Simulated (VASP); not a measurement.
# Si3P2 (P-3m1) in VASP: a series of runs

Si3P2 is run at these levels: PBE; tasks: single point.

All numbers are computed with VASP 6.6.1; they aren't measurements. Logs are shortened: lines on timing, memory, paths and dates and some standing lists are left out, and cuts for length are marked.

## Step 1: The cell of the first run

It takes space group P-3m1 (No. 164, trigonal). The conventional cell has a = 4.173 Å, b = 4.173 Å, c = 5.039 Å, α = 90.00°, β = 90.00°, γ = 120.00°. Si (site symmetry -3m) has 6 P at 2.51 Å and 6 Si at 3.06 Å within 3.3 Å. Si (site symmetry 3m) has 5 P at 2.45 to 2.69 Å and 6 Si at 2.72 to 3.06 Å within 3.2 Å. P (site symmetry 3m) has 8 Si at 2.45 to 2.69 Å and 3 P at 2.78 Å within 3.2 Å.

## Step 2: Single point, PBE

File INCAR:

```
PREC = Accurate
ENCUT = 520
EDIFF = 1E-7
ISMEAR = 0
SIGMA = 0.1
LREAL = F
LASPH = T
NELM = 80
ALGO = Normal
ISIF = 2
LWAVE = F
LCHARG = F
GGA = PE
NBANDS = 19
```

File KPOINTS:

```
regular mesh
0
Gamma
  6 6 4
```

File POSCAR:

```
Si3P2
1.0
    4.1730426216      0.0000000000      0.0000000000
   -2.0865213108      3.6139609214      0.0000000000
    0.0000000000      0.0000000000      5.0385641271
Si P
3 2
Direct
    0.0000000000      0.0000000000      0.0000000000
    0.3333333333      0.6666666667      0.6250000000
    0.6666666667      0.3333333333      0.3750000000
    0.3333333333      0.6666666667      0.1380000000
    0.6666666667      0.3333333333      0.8620000000
```

Potentials or basis: VASP PAW PBE potentials, release 64 (Si, P).

Command:

```bash
> cat potpaw_PBE.64/Si/POTCAR potpaw_PBE.64/P/POTCAR > POTCAR
> mpirun -np 1 vasp_std > vasp.out
```

OUTCAR:

```text
PREC = Accurate
   ENCUT = 520
   EDIFF = 1E-7
   ISMEAR = 0
   LREAL = F
   LASPH = T
   NELM = 80
   ISIF = 2
   GGA = PE

 ion  position               nearest neighbor table
   1  0.000  0.000  0.000-   4 2.51   5 2.51   5 2.51   4 2.51   5 2.51   4 2.51   2 3.06   3 3.06
                             2 3.06   3 3.06   3 3.06   2 3.06
   2  0.333  0.667  0.625-   4 2.45   4 2.58   5 2.69   5 2.69   5 2.69   3 2.72   3 2.72   3 2.72
                             1 3.06   1 3.06   1 3.06
   3  0.667  0.333  0.375-   5 2.45   5 2.58   4 2.69   4 2.69   4 2.69   2 2.72   2 2.72   2 2.72
                             1 3.06   1 3.06   1 3.06
   4  0.333  0.667  0.138-   2 2.45   1 2.51   1 2.51   1 2.51   2 2.58   3 2.69   3 2.69   3 2.69
                             5 2.78   5 2.78   5 2.78
   5  0.667  0.333  0.862-   3 2.45   1 2.51   1 2.51   1 2.51   3 2.58   2 2.69   2 2.69   2 2.69
                             4 2.78   4 2.78   4 2.78

  LATTYP: Found a hexagonal cell.
 ALAT       =     4.1730426216
 C/A-ratio  =     1.2074077799

  Lattice vectors:

 A1 = (   4.1730426216,   0.0000000000,   0.0000000000)
 A2 = (  -2.0865213108,   3.6139609214,   0.0000000000)
 A3 = (   0.0000000000,   0.0000000000,   5.0385641271)

Analysis of symmetry for initial positions (statically):
=====================================================================
 Subroutine PRICEL returns:
 Original cell was already a primitive cell.

 Routine SETGRP: Setting up the symmetry group for a
 hexagonal supercell.

 Subroutine GETGRP returns: Found 12 space group operations
 (whereof 12 operations were pure point group operations)
 out of a pool of 24 trial point group operations.

The static configuration has the point symmetry D_3d.

Analysis of symmetry for dynamics (positions and initial velocities):
=====================================================================
 Subroutine PRICEL returns:
 Original cell was already a primitive cell.

 Routine SETGRP: Setting up the symmetry group for a
 hexagonal supercell.

 Subroutine GETGRP returns: Found 12 space group operations
 (whereof 12 operations were pure point group operations)
 out of a pool of 24 trial point group operations.

The dynamic configuration has the point symmetry D_3d.

 Subroutine INISYM returns: Found 12 space group operations
 (whereof 12 operations are pure point group operations),
 and found     1 'primitive' translations

----------------------------------------------------------------------------------------

                                     Primitive cell

  volume of cell :      75.9877

  direct lattice vectors                    reciprocal lattice vectors
     4.173042622  0.000000000  0.000000000     0.239633306  0.138352354  0.000000000
    -2.086521311  3.613960921  0.000000000     0.000000000  0.276704708  0.000000000
     0.000000000  0.000000000  5.038564127     0.000000000  0.000000000  0.198469241

  length of vectors
     4.173042622  4.173042622  5.038564127     0.276704708  0.276704708  0.198469241

  position of ions in fractional coordinates (direct lattice)
     0.000000000  0.000000000  0.000000000
     0.333333333  0.666666667  0.625000000
     0.666666667  0.333333333  0.375000000
     0.333333333  0.666666667  0.138000000
     0.666666667  0.333333333  0.862000000

  ion indices of the primitive-cell ions
   primitive index   ion index
                 1           1
                 2           2
                 3           3
                 4           4
                 5           5

----------------------------------------------------------------------------------------

 KPOINTS: regular mesh

Automatic generation of k-mesh.
 Grid dimensions read from file:
 generate k-points for:    6    6    4

 Generating k-lattice:

  Cartesian coordinates                     Fractional coordinates (reciprocal lattice)
     0.039938884  0.023058726  0.000000000     0.166666667  0.000000000  0.000000000
     0.000000000  0.046117451  0.000000000     0.000000000  0.166666667  0.000000000
     0.000000000  0.000000000  0.049617310     0.000000000  0.000000000  0.250000000

  Length of vectors
     0.046117451  0.046117451  0.049617310

  Shift w.r.t. Gamma in fractional coordinates (k-lattice)
     0.000000000  0.000000000  0.000000000

 Subroutine IBZKPT returns following result:
 ===========================================

 Found     24 irreducible k-points:

 Following reciprocal coordinates:
            Coordinates               Weight
  0.000000  0.000000  0.000000      1.000000
  0.166667  0.000000  0.000000      6.000000
  0.333333  0.000000  0.000000      6.000000
  0.500000 -0.000000  0.000000      3.000000
  0.166667  0.166667  0.000000      6.000000
  0.333333  0.166667  0.000000     12.000000
[... 16 lines left out ...]
  0.333333  0.166667  0.500000     12.000000
  0.333333  0.333333  0.500000      2.000000
   k-points           NKPTS =     24   k-points in BZ     NKDIM =     24   number of bands    NBANDS=     19
   number of dos      NEDOS =    301   number of ions     NIONS =      5
   total plane-waves  NPLWV =  40960
   dimension x,y,z NGX =    32 NGY =   32 NGZ =   40
   dimension x,y,z NGXF=    64 NGYF=   64 NGZF=   80
   ions per type =               3   2
   NGX,Y,Z   is equivalent  to a cutoff of  12.75, 12.75, 13.20 a.u.
   NGXF,Y,Z  is equivalent  to a cutoff of  25.50, 25.50, 26.40 a.u.
 SYSTEM =  unknown system
   PREC   = accura    normal or accurate (medium, high low for compatibility)
   ISTART =      0    job   : 0-new  1-cont  2-samecut
   ICHARG =      2    charge: 1-file 2-atom 10-const
   ISPIN  =      1    spin polarized calculation?
   LNONCOLLINEAR =      F non collinear calculations
   LSORBIT =      F    spin-orbit coupling
   LASPH  =      T    aspherical Exc in radial PAW
   ENCUT  =  520.0 eV  38.22 Ry    6.18 a.u.   7.76  7.76  9.37*2*pi/ulx,y,z
   NELM   =     80;   NELMIN=  2; NELMDL= -5     # of ELM steps
   EDIFF  = 0.1E-06   stopping-criterion for ELM
   LREAL  =      F    real-space projection
   EDIFFG = 0.1E-05   stopping-criterion for IOM
   NSW    =      0    number of steps for IOM
   IBRION =     -1    ionic relax: 0-MD 1-quasi-New 2-CG
   NFREE  =      0    steps in history (QN), initial steepest desc. (CG)
   ISIF   =      2    stress and relaxation
   ISYM   =      2    0-nonsym 1-usesym 2-fastsym
   POTIM  = 0.5000    time-step for ionic-motion
   TEBEG  =    0.0;   TEEND  =   0.0 temperature during run
   PSTRESS=    0.0 pullay stress
   NELECT =      22.0000    total number of electrons
   NUPDOWN=      -1.0000    fix difference up-down
   EMIN   =  10.00;   EMAX   =-10.00  energy-range for DOS
   EFERMI =   0.00;   METHOD = LEGACY
   ISMEAR =     0;   SIGMA  =   0.10  broadening in eV -4-tet -1-fermi 0-gaus
   EFERMI_NEDOS =   21; number of points for ismear=-14 and -15
   IALGO  =     38    algorithm
   IMIX   =      4    mixing-type and parameters
     AMIX     =   0.40;   BMIX     =  1.00
     AMIX_MAG =   1.60;   BMIX_MAG =  1.00
  volume/ion in A,a.u.               =      15.20       102.56
  Fermi-wavevector in a.u.,A,eV,Ry     =   1.083016  2.046603 15.958583  1.172923
  Thomas-Fermi vector in A             =   2.219071
   LORBIT       =      0    0 simple, 1 ext, 2 COOP (PROOUT), +10 PAW based schemes
   GGA     = PE    functional components
   LHFCALC =     F    Hartree Fock is set to
   AEXX    =    0.0000 exact exchange contribution
   IVDW    =     0    specifies the selected vdW correction
   LEPSILON=     F    determine dielectric tensor
   LRPA    =     F    only Hartree local field effects (RPA)
 non-spin polarized calculation
 Gauss-broadening in eV      SIGMA  =   0.10
  energy-cutoff  :      520.00
  volume of cell :       75.99
 maximum number of plane-waves:      2059
 NGX is ok and might be reduce to    32
   NGX = 15   NGY = 15   NGZ = 19

 number of electron      21.9999999 magnetization

 Free energy of the ion-electron system (eV)
  ---------------------------------------------------
  ext. energy  EPLUGINS =         0.00000000
  ---------------------------------------------------
  free energy    TOTEN  =       -23.67648721 eV

  energy without entropy =      -23.65699183  energy(sigma->0) =      -23.66673952

 E-fermi :   9.3465     XC(G=0): -10.9474

 val. band max:        9.3460255143   @ k =   0.3333   0.3333   0.0000
 cond. band min:       9.3659962769   @ k =   0.1667   0.1667   0.2500
 fundamental gap:      0.0199707626
 Fermi energy:         9.3465375955

 k-point     1 :       0.0000    0.0000    0.0000
  band No.  band energies     occupation
      1      -6.2976      2.00000
      2      -0.8004      2.00000
      3       0.1379      2.00000
      4       3.3584      2.00000
      5       4.1804      2.00000
      6       4.1804      2.00000
[... 11 lines left out ...]
     18      13.0973      0.00000
     19      13.2044      0.00000

 k-point     2 :       0.1667    0.0000    0.0000
  band No.  band energies     occupation
      1      -6.0151      2.00000
      2      -0.8274      2.00000
      3       0.3805      2.00000
      4       1.6069      2.00000
      5       3.3260      2.00000
      6       3.7268      2.00000
[... 11 lines left out ...]
     18      13.9741      0.00000
     19      14.3385      0.00000

 k-point     3 :       0.3333    0.0000    0.0000
  band No.  band energies     occupation
      1      -5.1960      2.00000
      2      -1.8535      2.00000
      3       0.7656      2.00000
      4       1.2636      2.00000
      5       2.5404      2.00000
      6       2.8577      2.00000
[... 11 lines left out ...]
     18      15.7906      0.00000
     19      15.9706      0.00000

 k-point     4 :       0.5000   -0.0000    0.0000
  band No.  band energies     occupation
      1      -4.2786      2.00000
      2      -3.1229      2.00000
      3       1.0095      2.00000
      4       2.0081      2.00000
      5       2.2689      2.00000
      6       2.9278      2.00000
[... 407 lines left out ...]
     18      14.1475      0.00000
     19      14.8873      0.00000

 k-point    23 :       0.3333    0.1667    0.5000
  band No.  band energies     occupation
      1      -3.8742      2.00000
      2      -2.4814      2.00000
      3      -1.0229      2.00000
      4       0.3233      2.00000
      5       0.7810      2.00000
      6       3.9818      2.00000
[... 11 lines left out ...]
     18      14.3615      0.00000
     19      15.4384      0.00000

 k-point    24 :       0.3333    0.3333    0.5000
  band No.  band energies     occupation
      1      -2.9346      2.00000
      2      -2.9346      2.00000
      3      -0.5867      2.00000
      4      -0.3321      2.00000
      5      -0.3321      2.00000
      6       3.2309      2.00000
[... 11 lines left out ...]
     18      13.5956      0.00000
     19      17.5097      0.00000

------------------------ aborting loop because EDIFF is reached ----------------------------------------

  FORCE on cell =-STRESS in cart. coord.  units (eV):
  Direction    XX          YY          ZZ          XY          YZ          ZX
  --------------------------------------------------------------------------------------
  -------------------------------------------------------------------------------------
  Total        1.8443221      1.8443221      3.1054129     -0.0000000      0.0000000      0.0000000
  in kB       38.8869857     38.8869857     65.4767137     -0.0000000      0.0000000      0.0000000
  external PRESSURE =      47.7502283 kB  Pullay stress =       0.0000000 kB

 VOLUME and BASIS-vectors are now :
 -----------------------------------------------------------------------------
  energy-cutoff  :      520.00
  volume of cell :       75.99
      direct lattice vectors                 reciprocal lattice vectors
     4.173042622  0.000000000  0.000000000     0.239633306  0.138352354  0.000000000
    -2.086521311  3.613960921  0.000000000     0.000000000  0.276704708  0.000000000
     0.000000000  0.000000000  5.038564127     0.000000000  0.000000000  0.198469241

 POSITION                                       TOTAL-FORCE (eV/Angst)
 -----------------------------------------------------------------------------------
      0.00000      0.00000      0.00000         0.000000      0.000000      0.000000
     -0.00000      2.40931      3.14910         0.000000      0.000000     -0.193866
      2.08652      1.20465      1.88946         0.000000     -0.000000      0.193866
     -0.00000      2.40931      0.69532        -0.000000     -0.000000      0.752525
      2.08652      1.20465      4.34324        -0.000000      0.000000     -0.752525
 -----------------------------------------------------------------------------------
    total drift:                               -0.000000      0.000000      0.000000

  FREE ENERGIE OF THE ION-ELECTRON SYSTEM (eV)
  ---------------------------------------------------
  free  energy   TOTEN  =       -23.6764872101 eV

  energy  without entropy=      -23.6569918257  energy(sigma->0) =      -23.66673952
```

It took 32 s on 1 thread of Oxide Virtual Turin-like, shared host; peak memory 0.16 GiB.

Results:

```yaml
Free_energy: -23.6765 eV
Pressure: 4.8 GPa
Largest_force: 0.753 eV/Å
Band_gap_on_the_k_mesh: zero (bands 11 and 12 overlap by 3.43 eV)
```

Forces in eV/Å, atoms in the order of the input:
```
Si   0.000  0.000  0.000
Si   0.000  0.000 -0.194
Si   0.000  0.000  0.194
P    0.000  0.000  0.753
P    0.000  0.000 -0.753
```

Levels at points of the mesh, in eV from the Fermi level:
```csv
k point,band 8,band 9,band 10,band 11,band 12,band 13,band 14,band 15
"(0.00, 0.00, 0.00)",-3.90,-2.91,-1.10,-0.87,0.52,0.52,0.53,0.53
"(0.50, 0.00, 0.00)",-5.48,-1.53,-0.93,-0.83,0.68,2.58,2.93,3.33
"(0.00, 0.00, 0.50)",-3.83,-2.49,-2.40,-2.40,-2.31,-1.89,0.74,0.74
"(0.50, 0.00, 0.50)",-3.09,-0.87,-0.54,0.37,0.52,2.29,2.95,3.36
```

Caveat: the cell stands under pressure.

## Step 3: Single point, PBE

This run uses another cell than the first one, of 16.20 Å³/atom.

File INCAR:

```
SYSTEM = Si3P2
ALGO = Normal
EDIFF = 1E-6
ENCUT = 520
GGA = PE
ISIF = 2
ISMEAR = 0
LASPH = .TRUE.
LCHARG = .FALSE.
LREAL = .FALSE.
LWAVE = .FALSE.
NBANDS = 19
NELM = 80
PREC = Accurate
SIGMA = 0.1
```

File KPOINTS:

```
k-points
0
G
  6 6 4
  0 0 0
```

File POSCAR:

```
Si3P2
1.0
    4.3432887746      0.0000000000      0.0000000000
   -2.1716443873      3.7613984147      0.0000000000
    0.0000000000      0.0000000000      4.9595205279
Si P
3 2
Direct
    0.0000000000      0.0000000000      0.0000000000
    0.3333333333      0.6666666667      0.7561373412
    0.6666666667      0.3333333333      0.2438626588
    0.3333333333      0.6666666667      0.2442660545
    0.6666666667      0.3333333333      0.7557339455
```

Potentials or basis: VASP PAW PBE potentials, release 64 (Si, P).

Command:

```bash
> cat potpaw_PBE.64/Si/POTCAR potpaw_PBE.64/P/POTCAR > POTCAR
> mpirun -np 1 vasp_std > vasp.out
```

Run time: 21 s. Hardware: 1 thread of Oxide Virtual Turin-like, shared host; peak memory 0.16 GiB.

The run converged. Its results:

```yaml
Free_energy: -25.1276 eV
Pressure: 0.0 GPa
Largest_force: 0.005 eV/Å
Band_gap_on_the_k_mesh: zero (bands 11 and 12 overlap by 3.67 eV)
```

Forces on the atoms (eV/Å):
```
Si   0.000  0.000  0.000
Si   0.000  0.000 -0.005
Si   0.000  0.000  0.005
P    0.000  0.000  0.000
P    0.000  0.000  0.000
```

Stress tensor (GPa, compression positive):
```
 0.04  0.00  0.00
 0.00  0.04  0.00
 0.00  0.00 -0.22
```

Levels at points of the mesh, in eV from the Fermi level:
```tsv
k point	band 9	band 10	band 11	band 12	band 13	band 14
(0.00, 0.00, 0.00)	-3.50	-2.07	-1.35	-1.35	-0.42	1.87
(0.50, 0.00, 0.00)	-2.74	-1.08	0.44	0.83	2.00	2.86
(0.00, 0.00, 0.50)	-3.10	-2.71	-2.71	-1.91	-1.38	0.22
(0.50, 0.00, 0.50)	-0.73	-0.40	0.78	1.54	2.75	3.12
```

The gap in the log of VASP goes by the Fermi energy; the results here count the filled bands.